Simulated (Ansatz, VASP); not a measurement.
**TiSnS4 in VASP and in Ansatz**

```
Ti Sn S
1.0
     4.19850   -4.26123    0.00000
     4.19850    4.26123    0.00000
     0.00000    0.00000    3.67619
Ti Sn S
1 1 4
Direct
  0.50000 0.50000 0.50000
  0.00000 0.00000 0.00000
  0.68414 0.31586 0.00000
  0.20420 0.20420 0.50000
  0.79580 0.79580 0.50000
  0.31586 0.68414 0.00000
```

Change from the starting cell: species swapped into the SbRhO4 type (Cmmm, No. 65).

Alike in both runs: functional PBE; k mesh 6 × 6 × 8; occupations gaussian, width 0.1 eV; no spin polarisation.

Ansatz relaxed the structure, and its values are those at the end. VASP's run is a single point on that final structure, the one shown.

```csv
,VASP,Ansatz
version,VASP 6.6.1,Ansatz 0.2.0
potentials or method,"VASP PAW PBE potentials, release 64 (Ti_sv, Sn_d, S), cutoff 520 eV","scalar-relativistic, plane waves, PAW"
valence electrons in the cell,50,50
```

Ansatz gave:

```
gap on the k mesh at the Fermi level (eV) : none
pressure (GPa)                            : 0.0
rms of the force components (eV/Å)        : 0.000
```

Task: Which values does VASP return?

Result: gap on the k mesh at the Fermi level (eV): none; pressure (GPa): -0.1; rms of the force components (eV/Å): 0.003.

A gap of «none» marks a metal or a gap that the smearing closes. The functional is the same, so the differences come from potentials, cutoffs and numerics.
